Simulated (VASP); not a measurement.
Runs of VASP 6.6.1 on Al. The structure is that of space group Im-3m (No. 229), or close to it. The cells are those of the table. 

```csv
task,cell,k mesh,cutoff (eV),gap on the mesh (eV),pressure (GPa)
single point,"a = 2.856 Å, angles 109.5°, 1 atom",15 × 15 × 15,520,none,(a)
single point,"a = 2.667 Å, angles 109.5°, 1 atom",15 × 15 × 15,520,none,12.2
single point,"a = 2.784 Å, angles 109.5°, 1 atom",15 × 15 × 15,520,none,-0.1
single point,"a = 2.784 Å, angles 109.5°, 1 atom",14 × 14 × 14,520,none,0.1
relaxation of cell and atoms,"relaxed from a = 2.784 Å, angles 109.5°, 1 atom",14 × 14 × 14,600,none,0.1
single point,"a = 2.746 Å, angles 109.5°, 1 atom",15 × 15 × 15,520,none,3.2
```

Alike in all rows: level PBEsol; potentials or basis VASP PAW PBE potentials, release 64 (Al); no spin polarisation; smearing fermi-dirac 0.1 eV.

**Question.** Estimate the missing entries.

**Answer.** (a) -4.8.

Caveats: the PAW data sets were made with another functional, which shifts forces and pressure a little; the relaxation stopped at its first step, so nothing moved (some runs).

A gap of «none» marks levels without a gap at the run's occupations.
